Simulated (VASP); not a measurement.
# Pd (Im-3m) in VASP: further runs

Pd is run at these levels: BLYP, r2SCAN; tasks: single point.

Program: VASP 6.6.1. These are calculated values, not measurements. Logs are shortened: lines on timing, memory, paths and dates and some standing lists are left out, and cuts for length are marked.

**1. The cell of the first run**

It takes space group Im-3m (No. 229, cubic). The conventional cell has a = 3.205 Å, b = 3.205 Å, c = 3.205 Å, α = 90.00°, β = 90.00°, γ = 90.00°. Within 3.7 Å of Pd (site symmetry m-3m) lie 14 Pd at 2.78 to 3.20 Å.

**2. Single point, BLYP**

File INCAR:

```
SYSTEM = Pd
  PREC = Accurate
  ENCUT = 520
  EDIFF = 1E-7
  ISMEAR = -1
  SIGMA = 0.05
  LREAL = .FALSE.
  LASPH = .TRUE.
  NELM = 60
  ALGO = Normal
  ISIF = 2
  LWAVE = .FALSE.
  LCHARG = .FALSE.
  GGA = B5
  ALDAX = 1.0
  AGGAX = 1.0
  AGGAC = 1.0
  ALDAC = 0.0
  NBANDS = 11
```

File KPOINTS:

```
Automatic mesh
0
G
  12 12 12
  0 0 0
```

File POSCAR:

```
Pd
1.0
   -1.6023386322      1.6023386322      1.6023386322
    1.6023386322     -1.6023386322      1.6023386322
    1.6023386322      1.6023386322     -1.6023386322
Pd
1
Direct
    0.0000000000      0.0000000000      0.0000000000
```

Potentials or basis: VASP PAW PBE potentials, release 64 (Pd).

Launch:

```sh
> cat potpaw_PBE.64/Pd/POTCAR > POTCAR
> mpirun -np 1 vasp_std > vasp.out
```

OUTCAR:

```text
SYSTEM = Pd
   PREC = Accurate
   ENCUT = 520
   EDIFF = 1E-7
   ISMEAR = -1
   LREAL = .FALSE.
   LASPH = .TRUE.
   NELM = 60
   ISIF = 2
   GGA = B5

 ion  position               nearest neighbor table
   1  0.000  0.000  0.000-

  LATTYP: Found a body centered cubic cell.
 ALAT       =     3.2046772644

  Lattice vectors:

 A1 = (  -1.6023386322,   1.6023386322,   1.6023386322)
 A2 = (   1.6023386322,  -1.6023386322,   1.6023386322)
 A3 = (   1.6023386322,   1.6023386322,  -1.6023386322)

Analysis of symmetry for initial positions (statically):
=====================================================================
 Subroutine PRICEL returns:
 Original cell was already a primitive cell.

 Routine SETGRP: Setting up the symmetry group for a
 body centered cubic supercell.

 Subroutine GETGRP returns: Found 48 space group operations
[... 9 lines left out ...]

 Routine SETGRP: Setting up the symmetry group for a
 body centered cubic supercell.

 Subroutine GETGRP returns: Found 48 space group operations
[... 11 lines left out ...]
                                     Primitive cell

  volume of cell :      16.4559

  direct lattice vectors                    reciprocal lattice vectors
    -1.602338632  1.602338632  1.602338632     0.000000000  0.312043903  0.312043903
     1.602338632 -1.602338632  1.602338632     0.312043903  0.000000000  0.312043903
     1.602338632  1.602338632 -1.602338632     0.312043903  0.312043903  0.000000000

  length of vectors
     2.775331922  2.775331922  2.775331922     0.441296719  0.441296719  0.441296719

  position of ions in fractional coordinates (direct lattice)
     0.000000000  0.000000000  0.000000000

  ion indices of the primitive-cell ions
   primitive index   ion index
                 1           1

----------------------------------------------------------------------------------------

 KPOINTS: Automatic mesh

Automatic generation of k-mesh.
 Grid dimensions read from file:
 generate k-points for:   12   12   12

 Generating k-lattice:

  Cartesian coordinates                     Fractional coordinates (reciprocal lattice)
     0.000000000  0.026003659  0.026003659     0.083333333  0.000000000  0.000000000
     0.026003659  0.000000000  0.026003659     0.000000000  0.083333333  0.000000000
     0.026003659  0.026003659  0.000000000     0.000000000  0.000000000  0.083333333

  Length of vectors
     0.036774727  0.036774727  0.036774727

  Shift w.r.t. Gamma in fractional coordinates (k-lattice)
     0.000000000  0.000000000  0.000000000

 Subroutine IBZKPT returns following result:
 ===========================================

 Found     72 irreducible k-points:

 Following reciprocal coordinates:
            Coordinates               Weight
  0.000000  0.000000  0.000000      1.000000
  0.083333  0.000000  0.000000     12.000000
  0.166667  0.000000  0.000000     12.000000
  0.250000  0.000000  0.000000     12.000000
  0.333333  0.000000  0.000000     12.000000
  0.416667  0.000000  0.000000     12.000000
[... 16 lines left out ...]
  0.333333  0.083333  0.083333     24.000000
  0.416667  0.083333  0.083333     12.000000
 [... further k-points ...]
   k-points           NKPTS =     72   k-points in BZ     NKDIM =     72   number of bands    NBANDS=     11
   number of dos      NEDOS =    301   number of ions     NIONS =      1
   total plane-waves  NPLWV =  13824
   dimension x,y,z NGX =    24 NGY =   24 NGZ =   24
   dimension x,y,z NGXF=    48 NGYF=   48 NGZF=   48
   ions per type =               1
   NGX,Y,Z   is equivalent  to a cutoff of  14.38, 14.38, 14.38 a.u.
   NGXF,Y,Z  is equivalent  to a cutoff of  28.75, 28.75, 28.75 a.u.
 SYSTEM =  Pd
   PREC   = accura    normal or accurate (medium, high low for compatibility)
   ISTART =      0    job   : 0-new  1-cont  2-samecut
   ICHARG =      2    charge: 1-file 2-atom 10-const
   ISPIN  =      1    spin polarized calculation?
   LNONCOLLINEAR =      F non collinear calculations
   LSORBIT =      F    spin-orbit coupling
   LASPH  =      T    aspherical Exc in radial PAW
   ENCUT  =  520.0 eV  38.22 Ry    6.18 a.u.   5.16  5.16  5.16*2*pi/ulx,y,z
   NELM   =     60;   NELMIN=  2; NELMDL= -5     # of ELM steps
   EDIFF  = 0.1E-06   stopping-criterion for ELM
   LREAL  =      F    real-space projection
   EDIFFG = 0.1E-05   stopping-criterion for IOM
   NSW    =      0    number of steps for IOM
   IBRION =     -1    ionic relax: 0-MD 1-quasi-New 2-CG
   NFREE  =      0    steps in history (QN), initial steepest desc. (CG)
   ISIF   =      2    stress and relaxation
   ISYM   =      2    0-nonsym 1-usesym 2-fastsym
   POTIM  = 0.5000    time-step for ionic-motion
   TEBEG  =    0.0;   TEEND  =   0.0 temperature during run
   PSTRESS=    0.0 pullay stress
   NELECT =      10.0000    total number of electrons
   NUPDOWN=      -1.0000    fix difference up-down
   EMIN   =  10.00;   EMAX   =-10.00  energy-range for DOS
   EFERMI =   0.00;   METHOD = LEGACY
   ISMEAR =    -1;   SIGMA  =   0.05  broadening in eV -4-tet -1-fermi 0-gaus
   EFERMI_NEDOS =   21; number of points for ismear=-14 and -15
   IALGO  =     38    algorithm
   IMIX   =      4    mixing-type and parameters
     AMIX     =   0.40;   BMIX     =  1.00
     AMIX_MAG =   1.60;   BMIX_MAG =  1.00
  volume/ion in A,a.u.               =      16.46       111.05
  Fermi-wavevector in a.u.,A,eV,Ry     =   1.386651  2.620391 26.161299  1.922801
  Thomas-Fermi vector in A             =   2.510947
   LORBIT       =      0    0 simple, 1 ext, 2 COOP (PROOUT), +10 PAW based schemes
   GGA     = B5    functional components
   LHFCALC =     F    Hartree Fock is set to
   AEXX    =    0.0000 exact exchange contribution
   IVDW    =     0    specifies the selected vdW correction
   LEPSILON=     F    determine dielectric tensor
   LRPA    =     F    only Hartree local field effects (RPA)
 non-spin polarized calculation
  energy-cutoff  :      520.00
  volume of cell :       16.46
 maximum number of plane-waves:       466
 NGX is ok and might be reduce to    24
   NGX = 11   NGY = 11   NGZ = 11

 number of electron      10.0000000 magnetization

 number of electron       9.9999998 magnetization

 Free energy of the ion-electron system (eV)
  ---------------------------------------------------
  ext. energy  EPLUGINS =         0.00000000
  ---------------------------------------------------
  free energy    TOTEN  =        -4.35488689 eV

  energy without entropy =       -4.34321892  energy(sigma->0) =       -4.34905290

 E-fermi :   8.5480     XC(G=0): -11.8943

 val. band max:        8.5349920486   @ k =   0.4167   0.0833  -0.0000
 cond. band min:       8.5594605356   @ k =  -0.3333   0.3333   0.0833
 fundamental gap:      0.0244684870
 Fermi energy:         8.5479858501

 k-point     1 :       0.0000    0.0000    0.0000
  band No.  band energies     occupation
      1       2.3663      2.00000
      2       6.0332      2.00000
      3       6.0332      2.00000
      4       6.0332      2.00000
      5       7.7240      2.00000
      6       7.7240      2.00000
      7      27.9416      0.00000
      8      27.9416      0.00000
      9      27.9416      0.00000
     10      35.0336      0.00000
     11      35.4844      0.00000

 k-point     2 :       0.0833    0.0000    0.0000
  band No.  band energies     occupation
      1       2.6080      2.00000
      2       5.9599      2.00000
      3       6.0394      2.00000
      4       6.1953      2.00000
      5       7.6423      2.00000
      6       7.7296      2.00000
      7      27.6516      0.00000
      8      27.9323      0.00000
      9      28.2015      0.00000
     10      33.2338      0.00000
     11      33.5230      0.00000

 k-point     3 :       0.1667    0.0000    0.0000
  band No.  band energies     occupation
      1       3.2669      2.00000
      2       5.7649      2.00000
      3       6.0679      2.00000
      4       6.6593      2.00000
      5       7.4946      2.00000
      6       7.7493      2.00000
      7      26.1432      0.00000
      8      27.4226      0.00000
      9      28.9121      0.00000
     10      31.9911      0.00000
     11      32.1172      0.00000

 k-point     4 :       0.2500    0.0000    0.0000
  band No.  band energies     occupation
      1       4.0104      2.00000
      2       5.5103      2.00000
      3       6.3573      2.00000
      4       7.3520      2.00000
      5       7.4517      2.00000
      6       7.7873      2.00000
      7      23.2613      0.00000
      8      26.1376      0.00000
      9      29.6056      0.00000
     10      29.8774      0.00000
     11      31.7985      0.00000

 k-point     5 :       0.3333    0.0000    0.0000
  band No.  band energies     occupation
      1       4.2439      2.00000
      2       5.2679      2.00000
      3       7.3980      2.00000
      4       7.6358      2.00000
      5       7.8387      2.00000
      6       8.1337      1.99950
      7      20.0307      0.00000
      8      24.8303      0.00000
      9      27.3973      0.00000
     10      30.8211      0.00000
     11      32.1461      0.00000
[... 211 lines left out ...]
 k-point    21 :       0.1667    0.0833    0.0833
  band No.  band energies     occupation
      1       4.4307      2.00000
      2       5.4664      2.00000
      3       5.7242      2.00000
      4       7.5664      2.00000
      5       7.7442      2.00000
      6       8.2024      1.99801
      7      23.4590      0.00000
      8      24.8850      0.00000
      9      25.8917      0.00000
     10      30.0887      0.00000
     11      34.9619      0.00000

 k-point    22 :       0.2500    0.0833    0.0833
  band No.  band energies     occupation
      1       4.6294      2.00000
      2       5.2435      2.00000
      3       6.4151      2.00000
      4       7.6098      2.00000
      5       7.8350      2.00000
      6       9.4774      0.00000
      7      20.1982      0.00000
      8      23.7889      0.00000
      9      24.4821      0.00000
     10      31.1651      0.00000
     11      34.7792      0.00000

 k-point    23 :       0.3333    0.0833    0.0833
  band No.  band energies     occupation
      1       4.4872      2.00000
      2       5.0966      2.00000
      3       7.3348      2.00000
      4       7.6873      2.00000
      5       7.8935      2.00000
      6      11.0270      0.00000
      7      17.2531      0.00000
      8      23.0411      0.00000
      9      23.4706      0.00000
     10      31.9706      0.00000
     11      34.6542      0.00000

 k-point    24 :       0.4167    0.0833    0.0833
  band No.  band energies     occupation
      1       4.4143      2.00000
      2       5.0455      2.00000
      3       7.7196      2.00000
      4       7.7263      2.00000
      5       7.9140      1.99999
      6      12.1337      0.00000
      7      15.6521      0.00000
      8      22.7775      0.00000
      9      23.0825      0.00000
     10      32.2529      0.00000
     11      34.6667      0.00000

 [... further k-points ...]
[... 5 lines left out ...]
  --------------------------------------------------------------------------------------
  -------------------------------------------------------------------------------------
  Total        0.0268759      0.0268759      0.0268759     -0.0000000      0.0000000      0.0000000
  in kB        2.6166791      2.6166791      2.6166791     -0.0000000      0.0000000      0.0000000
  external PRESSURE =       2.6166791 kB  Pullay stress =       0.0000000 kB

 VOLUME and BASIS-vectors are now :
 -----------------------------------------------------------------------------
  energy-cutoff  :      520.00
  volume of cell :       16.46
      direct lattice vectors                 reciprocal lattice vectors
    -1.602338632  1.602338632  1.602338632     0.000000000  0.312043903  0.312043903
     1.602338632 -1.602338632  1.602338632     0.312043903  0.000000000  0.312043903
     1.602338632  1.602338632 -1.602338632     0.312043903  0.312043903  0.000000000

 POSITION                                       TOTAL-FORCE (eV/Angst)
 -----------------------------------------------------------------------------------
      0.00000      0.00000      0.00000        -0.000000     -0.000000      0.000000
 -----------------------------------------------------------------------------------
    total drift:                                0.000000      0.000000     -0.000000

  FREE ENERGIE OF THE ION-ELECTRON SYSTEM (eV)
  ---------------------------------------------------
  free  energy   TOTEN  =        -4.3548868872 eV

  energy  without entropy=       -4.3432189216  energy(sigma->0) =       -4.34905290
```

Run time: 7.3 s. Hardware: 1 thread of Intel Xeon 6975P-C (Granite Rapids), shared host; peak memory 0.14 GiB.

Results:

```
Free energy            : -4.3549 eV
Pressure               : 0.3 GPa
Band gap on the k mesh : zero (band 5 reaches 9.04 eV, above the bottom of band 6 at 7.63 eV)
```

Levels at points of the mesh, in eV from the Fermi level:
| k point | band 1 | band 2 | band 3 | band 4 | band 5 | band 6 | band 7 | band 8 | band 9 | band 10 |
| --- | --- | --- | --- | --- | --- | --- | --- | --- | --- | --- |
| (0.00, 0.00, 0.00) | -6.18 | -2.51 | -2.51 | -2.51 | -0.82 | -0.82 | 19.39 | 19.39 | 19.39 | 26.49 |
| (0.50, 0.00, 0.00) | -4.46 | -3.51 | -0.90 | -0.64 | 0.49 | 1.82 | 7.11 | 15.08 | 16.74 | 23.17 |
| (0.50, 0.50, 0.50) | -4.37 | -4.37 | 0.17 | 0.17 | 0.17 | 8.95 | 8.95 | 8.95 | 15.81 | 16.84 |

Caveat: the PAW data sets were made with another functional, which shifts forces and pressure a little.

**3. Single point, r2SCAN**

This run uses another cell than the first one, of 15.55 Å³/atom, 0.945 times its volume.

File POSCAR:

```
Pd
1.0
   -1.5722810000      1.5722810000      1.5722810000
    1.5722810000     -1.5722810000      1.5722810000
    1.5722810000      1.5722810000     -1.5722810000
Pd
1
Direct
    0.0000000000      0.0000000000      0.0000000000
```

File INCAR.step1:

```
SYSTEM = Pd
PREC = Accurate ; ENCUT = 520
ISMEAR = -1 ; SIGMA = 0.05
LREAL = .FALSE. ; LASPH = .TRUE.
NELM = 100 ; NBANDS = 11
GGA = PE ; ALGO = Normal
EDIFF = 1E-4 ; LWAVE = .TRUE.
LCHARG = .FALSE.
```

File INCAR.step2:

```
SYSTEM = Pd
PREC = Accurate ; ENCUT = 520
EDIFF = 1E-6 ; ISMEAR = -1
SIGMA = 0.05 ; LREAL = .FALSE.
LASPH = .TRUE. ; NELM = 100
ALGO = Normal ; ISIF = 2
LWAVE = .FALSE. ; LCHARG = .TRUE.
METAGGA = R2SCAN ; LMIXTAU = .TRUE.
LELF = .TRUE. ; LVHAR = .TRUE.
NBANDS = 11 ; ISTART = 1
```

KPOINTS is that of step 2.

Potentials or basis: VASP PAW PBE potentials, release 64 (Pd).

Launch:

```sh
> cat potpaw_PBE.64/Pd/POTCAR > POTCAR
> cp INCAR.step1 INCAR
> mpirun -np 1 vasp_std > vasp.out
> cp INCAR.step2 INCAR
> mpirun -np 1 vasp_std > vasp.out
```

Wall time 18 s (1 thread of Intel Xeon 6975P-C (Granite Rapids), shared host); peak memory 0.13 GiB.

The run converged. Its results:

```
Free energy            : -22.9052 eV
Pressure               : -5.1 GPa
Band gap on the k mesh : zero (band 5 reaches 9.33 eV, above the bottom of band 6 at 7.69 eV)
```

Levels at points of the mesh, in eV from the Fermi level:
| k point | band 3 | band 4 | band 5 | band 6 | band 7 | band 8 |
| --- | --- | --- | --- | --- | --- | --- |
| (0.00, 0.00, 0.00) | -2.81 | -2.81 | -0.96 | -0.96 | 20.23 | 20.23 |
| (0.50, 0.00, 0.00) | -1.02 | -0.75 | 0.57 | 1.78 | 7.93 | 15.80 |
| (0.50, 0.50, 0.50) | 0.21 | 0.21 | 0.21 | 9.60 | 9.60 | 9.60 |

Caveat: the PAW data sets were made with another functional, which shifts forces and pressure a little.
